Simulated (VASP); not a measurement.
Set up this calculation in VASP 6.6.1, as the native input.

* Task: single point
* Functional: LDA
* Potentials or basis: VASP PAW LDA potentials, release 64 (P)
* Cutoff: 520 eV
* k mesh: 8 × 1 × 6
* Occupations: fermi-dirac, width 0.05 eV
* Spin: no spin polarisation
* Dipole correction: no
* Further INCAR settings: ALGO = Normal; EDIFF = 1e-06; NBANDS = 18

The structure of P lies in POSCAR:

```
P
1.0
    3.2837277200      0.0000000000      0.0000000000
    0.0000000000     34.8570309900      0.0000000000
    0.0000000000      0.0000000000      4.6320847100
P
4
Direct
    0.5000000000      0.9702614300      0.9078492800
    0.5000000000      0.0297385700      0.0921507200
    0.0000000000      0.0297385700      0.4078492800
    0.0000000000      0.9702614300      0.5921507200
```

One way to write it, as run:

INCAR

```
PREC = Accurate
ENCUT = 520
EDIFF = 1E-6
ISMEAR = -1
SIGMA = 0.05
LREAL = F
LASPH = T
NELM = 80
ALGO = Normal
ISIF = 2
LWAVE = F
LCHARG = T
LELF = T
LVHAR = T
NBANDS = 18
```

KPOINTS

```
regular mesh
0
Gamma
  8 1 6
```

Potentials or basis: VASP PAW LDA potentials, release 64 (P).

The run is started by

```console
$ cat potpaw_LDA.64/P/POTCAR > POTCAR
$ mpirun -np 1 vasp_std > vasp.out
```

Results of the run:

```yaml
Largest_force: 0.150 eV/Å
Band_gap_on_the_k_mesh: 0.85 eV
```

Wall time 4.9 min on 1 thread of Intel(R) Xeon(R) Platinum 8488C (Sapphire Rapids), with other jobs on the host, peak memory 0.45 GiB.
